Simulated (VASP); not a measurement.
# Mo16N (a cell with a defect) in VASP: relaxation of the atoms with PBE

Aim: the relaxation of the atoms of Mo16N (a cell with a defect) with PBE.

Program: VASP 6.6.1. These are calculated values, not measurements. Logs are shortened: lines on timing, memory, paths and dates and some standing lists are left out, and cuts for length are marked.

## Step 1: The cell of the first run

The cell holds a defect, 17 atoms: a = 6.300 Å, b = 6.300 Å, c = 6.300 Å, α = 90.00°, β = 90.00°, γ = 90.00°.

## Step 2: Relaxation of the atoms, PBE

Contents of INCAR:

```
SYSTEM = Mo16N
ALGO     = Normal         ! electronic algorithm
EDIFF    = 1E-6           ! SCF threshold, eV
EDIFFG   = -0.08          ! ionic threshold
ENCUT    = 520            ! plane-wave cutoff, eV
GGA      = PE             ! functional
IBRION   = 2              ! ionic algorithm
ISIF     = 2              ! what is computed and relaxed
ISMEAR   = -1             ! smearing method
KPAR     = 4            
LASPH    = .True.         ! aspherical terms in the spheres
LCHARG   = .False.        ! write CHGCAR
LREAL    = Auto         
LWAVE    = .False.        ! write WAVECAR
NELM     = 100            ! most SCF steps
NSW      = 45             ! ionic steps
PREC     = Accurate       ! precision mode
SIGMA    = 0.15           ! smearing width, eV
```

Contents of KPOINTS:

```
k-points
0
Gamma
  3 3 3
  0 0 0
```

Contents of POSCAR:

```
Mo16N
1.0
    6.3000000000      0.0000000000      0.0000000000
    0.0000000000      6.3000000000      0.0000000000
    0.0000000000      0.0000000000      6.3000000000
Mo N
16 1
Direct
    0.0000000000      0.0000000000      0.0000000000
    0.5000000000      0.0000000000      0.0000000000
    0.0000000000      0.5000000000      0.0000000000
    0.0000000000      0.0000000000      0.5000000000
    0.2500000000      0.2500000000      0.2500000000
    0.5000000000      0.5000000000      0.0000000000
    0.5000000000      0.0000000000      0.5000000000
    0.7500000000      0.2500000000      0.2500000000
    0.0000000000      0.5000000000      0.5000000000
    0.2500000000      0.7500000000      0.2500000000
    0.2500000000      0.2500000000      0.7500000000
    0.5000000000      0.5000000000      0.5000000000
    0.7500000000      0.7500000000      0.2500000000
    0.7500000000      0.2500000000      0.7500000000
    0.2500000000      0.7500000000      0.7500000000
    0.7500000000      0.7500000000      0.7500000000
    0.1295864000      0.7483225000     -0.0038383000
```

Potentials or basis: VASP PAW PBE potentials, release 64 (Mo_sv, N).

Launch:

```bash
cat potpaw_PBE.64/Mo_sv/POTCAR potpaw_PBE.64/N/POTCAR > POTCAR
mpirun -np 4 vasp_std > vasp.out
```

OUTCAR:

```text
SYSTEM = Mo16N
   EDIFF = 1E-6
   EDIFFG = -0.08
   ENCUT = 520
   GGA = PE
   IBRION = 2
   ISIF = 2
   ISMEAR = -1
   LASPH = .True.
   LREAL = Auto
   NELM = 100
   NSW = 45
   PREC = Accurate

 ion  position               nearest neighbor table
   1  0.000  0.000  0.000-  17 1.78   8 2.73  10 2.73  11 2.73  13 2.73  14 2.73  15 2.73  16 2.73
                             5 2.73   2 3.15   3 3.15   4 3.15   4 3.15   3 3.15   2 3.15
   2  0.500  0.000  0.000-   5 2.73   8 2.73  10 2.73  11 2.73  13 2.73  14 2.73  15 2.73  16 2.73
                             6 3.15   7 3.15   1 3.15   7 3.15   6 3.15   1 3.15
   3  0.000  0.500  0.000-  17 1.76   8 2.73  10 2.73  11 2.73  13 2.73  14 2.73  15 2.73  16 2.73
                             5 2.73   1 3.15   9 3.15   6 3.15   9 3.15   1 3.15   6 3.15
   4  0.000  0.000  0.500-   5 2.73   8 2.73  10 2.73  11 2.73  13 2.73  14 2.73  15 2.73  16 2.73
                             7 3.15   1 3.15   9 3.15   1 3.15   9 3.15   7 3.15
   5  0.250  0.250  0.250-   1 2.73   2 2.73   3 2.73   4 2.73   6 2.73   7 2.73   9 2.73  12 2.73
                            10 3.15  11 3.15   8 3.15  11 3.15  10 3.15   8 3.15
   6  0.500  0.500  0.000-   5 2.73   8 2.73  10 2.73  11 2.73  13 2.73  14 2.73  15 2.73  16 2.73
                             3 3.15  12 3.15   2 3.15  12 3.15   2 3.15   3 3.15
   7  0.500  0.000  0.500-   5 2.73   8 2.73  10 2.73  11 2.73  13 2.73  14 2.73  15 2.73  16 2.73
                             4 3.15  12 3.15   2 3.15   2 3.15  12 3.15   4 3.15
   8  0.750  0.250  0.250-   1 2.73   2 2.73   3 2.73   4 2.73   6 2.73   7 2.73   9 2.73  12 2.73
                             5 3.15  13 3.15  14 3.15  14 3.15  13 3.15   5 3.15
   9  0.000  0.500  0.500-   5 2.73   8 2.73  10 2.73  11 2.73  13 2.73  14 2.73  15 2.73  16 2.73
                             4 3.15  12 3.15   3 3.15   3 3.15   4 3.15  12 3.15
  10  0.250  0.750  0.250-  17 1.77   2 2.73   3 2.73   4 2.73   6 2.73   7 2.73   9 2.73  12 2.73
                             1 2.73  13 3.15  15 3.15   5 3.15  15 3.15   5 3.15  13 3.15
  11  0.250  0.250  0.750-   1 2.73   2 2.73   3 2.73   4 2.73   6 2.73   7 2.73   9 2.73  12 2.73
                             5 3.15  14 3.15  15 3.15   5 3.15  15 3.15  14 3.15
  12  0.500  0.500  0.500-   5 2.73   8 2.73  10 2.73  11 2.73  13 2.73  14 2.73  15 2.73  16 2.73
                             7 3.15   6 3.15   9 3.15   6 3.15   7 3.15   9 3.15
  13  0.750  0.750  0.250-   1 2.73   2 2.73   3 2.73   4 2.73   6 2.73   7 2.73   9 2.73  12 2.73
                            10 3.15   8 3.15  16 3.15  16 3.15   8 3.15  10 3.15
  14  0.750  0.250  0.750-   1 2.73   2 2.73   3 2.73   4 2.73   6 2.73   7 2.73   9 2.73  12 2.73
                            11 3.15   8 3.15  16 3.15   8 3.15  16 3.15  11 3.15
  15  0.250  0.750  0.750-  17 1.73   2 2.73   3 2.73   4 2.73   6 2.73   7 2.73   9 2.73  12 2.73
                             1 2.73  10 3.15  16 3.15  11 3.15  10 3.15  11 3.15  16 3.15
  16  0.750  0.750  0.750-   1 2.73   2 2.73   3 2.73   4 2.73   6 2.73   7 2.73   9 2.73  12 2.73
                            13 3.15  14 3.15  15 3.15  13 3.15  14 3.15  15 3.15
  17  0.130  0.748  0.996-  15 1.73   3 1.76  10 1.77   1 1.78

  LATTYP: Found a simple cubic cell.
 ALAT       =     6.3000000000

  Lattice vectors:

 A1 = (   6.3000000000,   0.0000000000,   0.0000000000)
 A2 = (   0.0000000000,   6.3000000000,   0.0000000000)
 A3 = (   0.0000000000,   0.0000000000,   6.3000000000)

Analysis of symmetry for initial positions (statically):
=====================================================================
 Subroutine PRICEL returns:
 Original cell was already a primitive cell.

 Routine SETGRP: Setting up the symmetry group for a
 simple cubic supercell.

 Subroutine GETGRP returns: Found  1 space group operations
 (whereof  1 operations were pure point group operations)
 out of a pool of 48 trial point group operations.

The static configuration has the point symmetry C_1 .

Analysis of symmetry for dynamics (positions and initial velocities):
=====================================================================
 Subroutine PRICEL returns:
 Original cell was already a primitive cell.

 Routine SETGRP: Setting up the symmetry group for a
 simple cubic supercell.

 Subroutine GETGRP returns: Found  1 space group operations
 (whereof  1 operations were pure point group operations)
 out of a pool of 48 trial point group operations.

The dynamic configuration has the point symmetry C_1 .

 Subroutine INISYM returns: Found  1 space group operations
 (whereof  1 operations are pure point group operations),
 and found     1 'primitive' translations

----------------------------------------------------------------------------------------

                                     Primitive cell

  volume of cell :     250.0470

[... 68 lines left out ...]
 Subroutine IBZKPT returns following result:
 ===========================================

 Found     14 irreducible k-points:

 Following reciprocal coordinates:
            Coordinates               Weight
  0.000000  0.000000  0.000000      1.000000
  0.333333  0.000000  0.000000      2.000000
  0.000000  0.333333  0.000000      2.000000
  0.000000  0.000000  0.333333      2.000000
  0.333333  0.333333  0.000000      2.000000
  0.000000  0.333333  0.333333      2.000000
  0.333333  0.000000  0.333333      2.000000
 -0.333333  0.333333  0.000000      2.000000
 -0.333333  0.000000  0.333333      2.000000
  0.000000 -0.333333  0.333333      2.000000
  0.333333  0.333333  0.333333      2.000000
 -0.333333  0.333333  0.333333      2.000000
 -0.333333 -0.333333  0.333333      2.000000
  0.333333 -0.333333  0.333333      2.000000
   k-points           NKPTS =     14   k-points in BZ     NKDIM =     14   number of bands    NBANDS=    137
   number of dos      NEDOS =    301   number of ions     NIONS =     17
   total plane-waves  NPLWV = 110592
   dimension x,y,z NGX =    48 NGY =   48 NGZ =   48
   dimension x,y,z NGXF=    96 NGYF=   96 NGZF=   96
   ions per type =              16   1
   NGX,Y,Z   is equivalent  to a cutoff of  12.67, 12.67, 12.67 a.u.
   NGXF,Y,Z  is equivalent  to a cutoff of  25.33, 25.33, 25.33 a.u.
 SYSTEM =  Mo16N
   PREC   = accura    normal or accurate (medium, high low for compatibility)
   ISTART =      0    job   : 0-new  1-cont  2-samecut
   ICHARG =      2    charge: 1-file 2-atom 10-const
   ISPIN  =      1    spin polarized calculation?
   LNONCOLLINEAR =      F non collinear calculations
   LSORBIT =      F    spin-orbit coupling
   LASPH  =      T    aspherical Exc in radial PAW
   ENCUT  =  520.0 eV  38.22 Ry    6.18 a.u.  11.71 11.71 11.71*2*pi/ulx,y,z
   NELM   =    100;   NELMIN=  2; NELMDL= -5     # of ELM steps
   EDIFF  = 0.1E-05   stopping-criterion for ELM
   LREAL  =      T    real-space projection
   EDIFFG = -.8E-01   stopping-criterion for IOM
   NSW    =     45    number of steps for IOM
   IBRION =      2    ionic relax: 0-MD 1-quasi-New 2-CG
   NFREE  =      1    steps in history (QN), initial steepest desc. (CG)
   ISIF   =      2    stress and relaxation
   ISYM   =      2    0-nonsym 1-usesym 2-fastsym
   POTIM  = 0.5000    time-step for ionic-motion
   TEBEG  =    0.0;   TEEND  =   0.0 temperature during run
   PSTRESS=    0.0 pullay stress
   NELECT =     229.0000    total number of electrons
   NUPDOWN=      -1.0000    fix difference up-down
   EMIN   =  10.00;   EMAX   =-10.00  energy-range for DOS
   EFERMI =   0.00;   METHOD = LEGACY
   ISMEAR =    -1;   SIGMA  =   0.15  broadening in eV -4-tet -1-fermi 0-gaus
   EFERMI_NEDOS =   21; number of points for ismear=-14 and -15
   IALGO  =     38    algorithm
   IMIX   =      4    mixing-type and parameters
     AMIX     =   0.40;   BMIX     =  1.00
     AMIX_MAG =   1.60;   BMIX_MAG =  1.00
  volume/ion in A,a.u.               =      14.71        99.26
  Fermi-wavevector in a.u.,A,eV,Ry     =   1.589813  3.004311 34.388809  2.527506
  Thomas-Fermi vector in A             =   2.688605
   LORBIT       =      0    0 simple, 1 ext, 2 COOP (PROOUT), +10 PAW based schemes
   GGA     = PE    functional components
   LHFCALC =     F    Hartree Fock is set to
   AEXX    =    0.0000 exact exchange contribution
   IVDW    =     0    specifies the selected vdW correction
   LEPSILON=     F    determine dielectric tensor
   LRPA    =     F    only Hartree local field effects (RPA)
 conjugate gradient relaxation of ions
 non-spin polarized calculation
  energy-cutoff  :      520.00
  volume of cell :      250.05
 maximum number of plane-waves:      6763
   NGX = 23   NGY = 23   NGZ = 23

--------------------------------------- Ionic step        1  -------------------------------------------

 number of electron     229.0000031 magnetization

 Free energy of the ion-electron system (eV)
  ---------------------------------------------------
  ext. energy  EPLUGINS =         0.00000000
  ---------------------------------------------------
  free energy    TOTEN  =      -179.37842478 eV

  energy without entropy =     -178.63081849  energy(sigma->0) =     -179.00462163

------------------------ aborting loop because EDIFF is reached ----------------------------------------

  FORCE on cell =-STRESS in cart. coord.  units (eV):
  Direction    XX          YY          ZZ          XY          YZ          ZX
  --------------------------------------------------------------------------------------
  -------------------------------------------------------------------------------------
  Total       26.6184482     31.6930171     34.9527289      0.5728894     -0.0335545     -1.3683737
  in kB      170.5578320    203.0731562    223.9597751      3.6707914     -0.2150009     -8.7678609
  external PRESSURE =     199.1969211 kB  Pullay stress =       0.0000000 kB
[... 395 lines left out ...]
--------------------------------------- Ionic step        9  -------------------------------------------

 number of electron     228.9999999 magnetization

 Free energy of the ion-electron system (eV)
  ---------------------------------------------------
  ext. energy  EPLUGINS =         0.00000000
  ---------------------------------------------------
  free energy    TOTEN  =      -181.91079887 eV

  energy without entropy =     -181.11521138  energy(sigma->0) =     -181.51300512

 E-fermi :  12.8392     XC(G=0): -13.5065

 val. band max:       12.8217548248   @ k =   0.3333   0.0000   0.0000
 cond. band min:      12.8413877052   @ k =   0.0000   0.3333   0.0000
 fundamental gap:      0.0196328804
 Fermi energy:        12.8391982056

 k-point     1 :       0.0000    0.0000    0.0000
  band No.  band energies     occupation
      1     -48.3745      2.00000
      2     -48.2044      2.00000
      3     -48.1609      2.00000
      4     -48.1489      2.00000
      5     -48.1361      2.00000
      6     -48.1260      2.00000
[... 1795 lines left out ...]
    125      14.3335      0.00009
    126      14.3595      0.00008
 [bands above 126 left out]

------------------------ aborting loop because EDIFF is reached ----------------------------------------

  FORCE on cell =-STRESS in cart. coord.  units (eV):
  Direction    XX          YY          ZZ          XY          YZ          ZX
  --------------------------------------------------------------------------------------
  -------------------------------------------------------------------------------------
  Total       18.5622035     23.1301773     24.4387901      0.0120872     -0.0012328     -0.0187412
  in kB      118.9374065    148.2067203    156.5916625      0.0774488     -0.0078992     -0.1200843
  external PRESSURE =     141.2452631 kB  Pullay stress =       0.0000000 kB
[... 32 lines left out ...]
  FREE ENERGIE OF THE ION-ELECTRON SYSTEM (eV)
  ---------------------------------------------------
  free  energy   TOTEN  =      -181.9107988693 eV

  energy  without entropy=     -181.1152113799  energy(sigma->0) =     -181.51300512

 reached required accuracy - stopping structural energy minimisation
```

Run time: 21 min. Hardware: 4 MPI ranks of Intel Xeon Platinum 8488C (Sapphire Rapids), shared host; peak memory 0.54 GiB.

What came out:

```
Free energy                  : -181.9108 eV
Energy gained by relaxing    : 149.0 meV/atom
Ionic steps                  : 9
Pressure after relaxing      : 14.1 GPa
Largest force after relaxing : 0.070 eV/Å
Band gap on the k mesh       : zero (an odd number of electrons rules out a gap without spin polarisation)
```

Forces in eV/Å, atoms in the order of the input:
```
Mo   0.030  0.023 -0.008
Mo  -0.020 -0.009 -0.003
Mo   0.055  0.013 -0.009
Mo  -0.004  0.006  0.001
Mo  -0.007  0.001 -0.003
Mo  -0.022  0.006 -0.003
Mo  -0.006 -0.036 -0.002
Mo   0.006 -0.001 -0.048
Mo  -0.001 -0.009  0.001
Mo  -0.028 -0.004  0.057
Mo  -0.013  0.000 -0.004
Mo  -0.007  0.032 -0.002
Mo   0.008 -0.002 -0.007
Mo   0.007 -0.001  0.038
Mo  -0.069 -0.005  0.010
Mo   0.010 -0.001  0.000
N    0.062 -0.012 -0.017
```

Step by step:
```tsv
step	energy change (eV)	largest force (eV/Å)	pressure (GPa)
1	0.0000	9.1108	19.92
2	0.5371	7.3269	17.63
3	-2.4306	0.9230	14.36
4	-2.4309	0.9170	14.39
5	-2.5155	0.6208	14.10
6	-2.5174	0.4634	14.11
7	-2.5281	0.2124	14.10
8	-2.5285	0.1494	14.10
9	-2.5324	0.0703	14.12
```

Final structure:
```
CELL_PARAMETERS angstrom
6.30000 0.00000 0.00000
0.00000 6.30000 0.00000
0.00000 0.00000 6.30000
ATOMIC_POSITIONS crystal
Mo 0.99132 0.02272 0.99999
Mo 0.50472 0.00201 0.99987
Mo 0.99092 0.47656 0.00002
Mo 0.99908 0.00428 0.49979
Mo 0.25060 0.24990 0.25384
Mo 0.50460 0.49796 0.99987
Mo 0.50848 0.00403 0.49979
Mo 0.74191 0.24991 0.25327
Mo 0.99905 0.49563 0.49980
Mo 0.25868 0.75003 0.27497
Mo 0.25068 0.24991 0.74592
Mo 0.50844 0.49597 0.49980
Mo 0.74498 0.74995 0.25211
Mo 0.74199 0.24991 0.74666
Mo 0.25936 0.75005 0.72358
Mo 0.74516 0.74995 0.74773
N 0.12961 0.74956 0.99915
```

Caveat: the relaxation stopped at a loose force limit of 0.08 eV/Å, so its end isn't a converged minimum.
